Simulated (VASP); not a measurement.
# SnSe (Fm-3m) in VASP: notebook

Aim: see how the results for SnSe move with the level of theory and the settings. Levels: revPBE+D4, BLYP+D3(BJ), HSE06. Tasks: relaxation of cell and atoms, single point.

Everything below comes from runs of VASP 6.6.1. Logs are shortened: lines on timing, memory, paths and dates and some standing lists are left out, and cuts for length are marked.

### 1 The cell of the first run

Symmetry: Fm-3m, No. 225, cubic system. The conventional cell has a = 6.020 Å, b = 6.020 Å, c = 6.020 Å, α = 90.00°, β = 90.00°, γ = 90.00°. Within 4.0 Å of Sn (site symmetry m-3m) lie 6 Se at 3.01 Å. Se (site symmetry m-3m) has 6 Sn at 3.01 Å within 4.0 Å.

### 2 Relaxation of cell and atoms, revPBE+D4

Contents of INCAR:

```
ALGO     = Normal         # electronic algorithm
EDIFF    = 1E-6           # SCF threshold, eV
EDIFFG   = -0.01          # ionic threshold
ENCUT    = 600            # plane-wave cutoff, eV
GGA      = RE             # functional
IBRION   = 2              # ionic algorithm
ISIF     = 3              # what is computed and relaxed
ISMEAR   = -1             # smearing method
IVDW     = 13             # dispersion correction
LASPH    = T              # aspherical terms in the spheres
LCHARG   = F              # write CHGCAR
LREAL    = F              # projectors in reciprocal space
LWAVE    = F              # write WAVECAR
NELM     = 60             # most SCF steps
NSW      = 60             # ionic steps
PREC     = Accurate       # precision mode
SIGMA    = 0.05           # smearing width, eV
```

Contents of KPOINTS:

```
k-points
0
Gamma
  8 8 8
```

Contents of POSCAR:

```
SnSe
1.0
    0.0000000000      3.0100000000      3.0100000000
    3.0100000000      0.0000000000      3.0100000000
    3.0100000000      3.0100000000      0.0000000000
Sn Se
1 1
Direct
    0.0000000000      0.0000000000      0.0000000000
    0.5000000000      0.5000000000      0.5000000000
```

Potentials or basis: VASP PAW PBE potentials, release 64 (Sn_d, Se).

Run with:

```bash
> cat potpaw_PBE.64/Sn_d/POTCAR potpaw_PBE.64/Se/POTCAR > POTCAR
> mpirun -np 1 vasp_std > vasp.out
```

OUTCAR:

```text
EDIFF = 1E-6
   EDIFFG = -0.01
   ENCUT = 600
   GGA = RE
   IBRION = 2
   ISIF = 3
   ISMEAR = -1
   IVDW = 13
   LASPH = T
   LREAL = F
   NELM = 60
   NSW = 60
   PREC = Accurate

 ion  position               nearest neighbor table
   1  0.000  0.000  0.000-   2 3.01   2 3.01   2 3.01   2 3.01   2 3.01   2 3.01
   2  0.500  0.500  0.500-   1 3.01   1 3.01   1 3.01   1 3.01   1 3.01   1 3.01

  LATTYP: Found a face centered cubic cell.
 ALAT       =     6.0200000000

  Lattice vectors:

 A1 = (   0.0000000000,   3.0100000000,   3.0100000000)
 A2 = (   3.0100000000,   0.0000000000,   3.0100000000)
 A3 = (   3.0100000000,   3.0100000000,   0.0000000000)

Analysis of symmetry for initial positions (statically):
=====================================================================
 Subroutine PRICEL returns:
 Original cell was already a primitive cell.

 Routine SETGRP: Setting up the symmetry group for a
 face centered cubic supercell.

 Subroutine GETGRP returns: Found 48 space group operations
[... 9 lines left out ...]

 Routine SETGRP: Setting up the symmetry group for a
 face centered cubic supercell.

 Subroutine GETGRP returns: Found 48 space group operations
[... 11 lines left out ...]
                                     Primitive cell

  volume of cell :      54.5418

  direct lattice vectors                    reciprocal lattice vectors
     0.000000000  3.010000000  3.010000000    -0.166112957  0.166112957  0.166112957
     3.010000000  0.000000000  3.010000000     0.166112957 -0.166112957  0.166112957
     3.010000000  3.010000000  0.000000000     0.166112957  0.166112957 -0.166112957

  length of vectors
     4.256782823  4.256782823  4.256782823     0.287716081  0.287716081  0.287716081

  position of ions in fractional coordinates (direct lattice)
     0.000000000  0.000000000  0.000000000
     0.500000000  0.500000000  0.500000000

  ion indices of the primitive-cell ions
   primitive index   ion index
                 1           1
                 2           2

----------------------------------------------------------------------------------------

 KPOINTS: k-points

Automatic generation of k-mesh.
 Grid dimensions read from file:
 generate k-points for:    8    8    8

 Generating k-lattice:

  Cartesian coordinates                     Fractional coordinates (reciprocal lattice)
    -0.020764120  0.020764120  0.020764120     0.125000000  0.000000000  0.000000000
     0.020764120 -0.020764120  0.020764120     0.000000000  0.125000000  0.000000000
     0.020764120  0.020764120 -0.020764120     0.000000000  0.000000000  0.125000000

  Length of vectors
     0.035964510  0.035964510  0.035964510

  Shift w.r.t. Gamma in fractional coordinates (k-lattice)
     0.000000000  0.000000000  0.000000000

 Subroutine IBZKPT returns following result:
 ===========================================

 Found     29 irreducible k-points:

 Following reciprocal coordinates:
            Coordinates               Weight
  0.000000  0.000000  0.000000      1.000000
  0.125000  0.000000  0.000000      8.000000
  0.250000  0.000000  0.000000      8.000000
  0.375000  0.000000  0.000000      8.000000
  0.500000  0.000000  0.000000      4.000000
  0.125000  0.125000  0.000000      6.000000
[... 16 lines left out ...]
  0.500000  0.250000  0.125000     48.000000
 -0.375000  0.250000  0.125000     24.000000
 [... further k-points ...]
   k-points           NKPTS =     29   k-points in BZ     NKDIM =     29   number of bands    NBANDS=     14
   number of dos      NEDOS =    301   number of ions     NIONS =      2
   total plane-waves  NPLWV =  46656
   dimension x,y,z NGX =    36 NGY =   36 NGZ =   36
   dimension x,y,z NGXF=    72 NGYF=   72 NGZF=   72
   ions per type =               1   1
   NGX,Y,Z   is equivalent  to a cutoff of  14.06, 14.06, 14.06 a.u.
   NGXF,Y,Z  is equivalent  to a cutoff of  28.12, 28.12, 28.12 a.u.
 SYSTEM =  unknown system
   PREC   = accura    normal or accurate (medium, high low for compatibility)
   ISTART =      0    job   : 0-new  1-cont  2-samecut
   ICHARG =      2    charge: 1-file 2-atom 10-const
   ISPIN  =      1    spin polarized calculation?
   LNONCOLLINEAR =      F non collinear calculations
   LSORBIT =      F    spin-orbit coupling
   LASPH  =      T    aspherical Exc in radial PAW
   ENCUT  =  600.0 eV  44.10 Ry    6.64 a.u.   8.50  8.50  8.50*2*pi/ulx,y,z
   NELM   =     60;   NELMIN=  2; NELMDL= -5     # of ELM steps
   EDIFF  = 0.1E-05   stopping-criterion for ELM
   LREAL  =      F    real-space projection
   EDIFFG = -.1E-01   stopping-criterion for IOM
   NSW    =     60    number of steps for IOM
   IBRION =      2    ionic relax: 0-MD 1-quasi-New 2-CG
   NFREE  =      1    steps in history (QN), initial steepest desc. (CG)
   ISIF   =      3    stress and relaxation
   ISYM   =      2    0-nonsym 1-usesym 2-fastsym
   POTIM  = 0.5000    time-step for ionic-motion
   TEBEG  =    0.0;   TEEND  =   0.0 temperature during run
   PSTRESS=    0.0 pullay stress
   NELECT =      20.0000    total number of electrons
   NUPDOWN=      -1.0000    fix difference up-down
   EMIN   =  10.00;   EMAX   =-10.00  energy-range for DOS
   EFERMI =   0.00;   METHOD = LEGACY
   ISMEAR =    -1;   SIGMA  =   0.05  broadening in eV -4-tet -1-fermi 0-gaus
   EFERMI_NEDOS =   21; number of points for ismear=-14 and -15
   IALGO  =     38    algorithm
   IMIX   =      4    mixing-type and parameters
     AMIX     =   0.40;   BMIX     =  1.00
     AMIX_MAG =   1.60;   BMIX_MAG =  1.00
  volume/ion in A,a.u.               =      27.27       184.03
  Fermi-wavevector in a.u.,A,eV,Ry     =   1.171768  2.214321 18.681350  1.373040
  Thomas-Fermi vector in A             =   2.308207
   LORBIT       =      0    0 simple, 1 ext, 2 COOP (PROOUT), +10 PAW based schemes
   GGA     = RE    functional components
   LHFCALC =     F    Hartree Fock is set to
   AEXX    =    0.0000 exact exchange contribution
   IVDW    =    13    specifies the selected vdW correction
   LEPSILON=     F    determine dielectric tensor
   LRPA    =     F    only Hartree local field effects (RPA)
 conjugate gradient relaxation of ions
 non-spin polarized calculation
  energy-cutoff  :      600.00
  volume of cell :       54.54
 maximum number of plane-waves:      1841
 NGX is ok and might be reduce to    36
   NGX = 17   NGY = 17   NGZ = 17

--------------------------------------- Ionic step        1  -------------------------------------------

 number of electron      19.9999999 magnetization

 Free energy of the ion-electron system (eV)
  ---------------------------------------------------
  ext. energy  EPLUGINS =         0.00000000
  ---------------------------------------------------
  free energy    TOTEN  =        -7.60435486 eV

  energy without entropy =       -7.60429773  energy(sigma->0) =       -7.60432629

------------------------ aborting loop because EDIFF is reached ----------------------------------------

  DFT-D4 for vdW energy calculation

  Edisp (eV):   -1.26165

  FORCE on cell =-STRESS in cart. coord.  units (eV):
  Direction    XX          YY          ZZ          XY          YZ          ZX
  --------------------------------------------------------------------------------------
  -------------------------------------------------------------------------------------
  Total      -0.49517    -0.49517    -0.49517    -0.00000     0.00000     0.00000
  in kB     -14.54583   -14.54583   -14.54583    -0.00000     0.00000     0.00000
  external pressure =      -14.55 kB  Pullay stress =        0.00 kB
[... 61 lines left out ...]
  energy  without entropy=       -8.8741590598  energy(sigma->0) =       -8.87417540

--------------------------------------- Ionic step        3  -------------------------------------------

 number of electron      19.9999998 magnetization

 Free energy of the ion-electron system (eV)
  ---------------------------------------------------
  ext. energy  EPLUGINS =         0.00000000
  ---------------------------------------------------
  free energy    TOTEN  =        -7.57164310 eV

  energy without entropy =       -7.57160930  energy(sigma->0) =       -7.57162620

 E-fermi :   6.3615     XC(G=0):  -9.6613

 val. band max:        6.0533380577   @ k =   0.5000   0.0000   0.0000
 cond. band min:       6.7549930102   @ k =   0.5000   0.0000   0.0000
 fundamental gap:      0.7016549526
 Fermi energy:         6.3615213646

 k-point     1 :       0.0000    0.0000    0.0000
  band No.  band energies     occupation
      1     -15.6203      2.00000
      2     -15.6203      2.00000
      3     -15.6203      2.00000
      4     -15.6173      2.00000
      5     -15.6173      2.00000
      6      -8.0436      2.00000
      7       1.1247      2.00000
      8       3.7403      2.00000
      9       3.7403      2.00000
     10       3.7403      2.00000
     11      10.5055      0.00000
     12      10.5055      0.00000
     13      10.5055      0.00000
     14      11.8667      0.00000
[... 375 lines left out ...]
 k-point    24 :      -0.3750    0.2500    0.1250
  band No.  band energies     occupation
      1     -15.6332      2.00000
      2     -15.6217      2.00000
      3     -15.6144      2.00000
      4     -15.6102      2.00000
      5     -15.6043      2.00000
      6      -6.8800      2.00000
      7      -1.7159      2.00000
      8       2.1582      2.00000
      9       2.7267      2.00000
     10       5.2632      2.00000
     11       7.0955      0.00000
     12       9.2308      0.00000
     13      10.1753      0.00000
     14      13.2943      0.00000

 [... further k-points ...]

------------------------ aborting loop because EDIFF is reached ----------------------------------------

  DFT-D4 for vdW energy calculation

  Edisp (eV):   -1.30269

  FORCE on cell =-STRESS in cart. coord.  units (eV):
  Direction    XX          YY          ZZ          XY          YZ          ZX
  --------------------------------------------------------------------------------------
  -------------------------------------------------------------------------------------
  Total       0.00971     0.00971     0.00971    -0.00000     0.00000     0.00000
  in kB       0.29458     0.29458     0.29458    -0.00000     0.00000     0.00000
  external pressure =        0.29 kB  Pullay stress =        0.00 kB
[... 17 lines left out ...]
  FREE ENERGIE OF THE ION-ELECTRON SYSTEM (eV)
  ---------------------------------------------------
  free  energy   TOTEN  =        -8.8743288567 eV

  energy  without entropy=       -8.8742950587  energy(sigma->0) =       -8.87431196

 reached required accuracy - stopping structural energy minimisation
```

Wall time 60 s (1 thread of Intel Xeon 6975P-C, shared host); peak memory 0.23 GiB.

What came out:

* Free energy: -8.8743 eV
* Relaxed volume: 26.41 Å³/atom
* Relaxed cell: a = 4.211 Å, b = 4.211 Å, c = 4.211 Å, α = 60.00°, β = 60.00°, γ = 60.00°
* Space group after relaxing (to 0.05 Å): Fm-3m (No. 225)
* Energy gained by relaxing: 4.2 meV/atom
* Ionic steps: 3
* Pressure after relaxing: 0.0 GPa
* Band gap on the k mesh: 0.70 eV, direct
* Dispersion energy per atom: -0.651 eV

The path:
```tsv
step	energy change (eV)	largest force (eV/Å)	pressure (GPa)	volume (Å³)
1	0.0000	0.0000	-1.45	54.54
2	-0.0082	0.0000	0.21	52.61
3	-0.0083	0.0000	0.03	52.82
```

Final structure:
```
Sn Se
1.0
     0.00000    2.97790    2.97790
     2.97790    0.00000    2.97790
     2.97790    2.97790    0.00000
Sn Se
1 1
Direct
  0.00000 0.00000 0.00000
  0.50000 0.50000 0.50000
```

Levels at points of the mesh, in eV from the valence-band top:
```tsv
k point	band 8	band 9	band 10	band 11	band 12	band 13
(0.00, 0.00, 0.00)	-2.31	-2.31	-2.31	4.45	4.45	4.45
(0.50, 0.00, 0.00)	-2.06	-2.06	0.00	0.70	1.23	1.23
(0.50, 0.50, 0.00)	-5.71	-3.81	-3.81	2.93	5.54	5.54
```

Caveat: the PAW data sets were made with another functional, which shifts forces and pressure a little; spin-orbit coupling is left out, which moves the levels of the heavy elements.

[end of part 1 of 2]
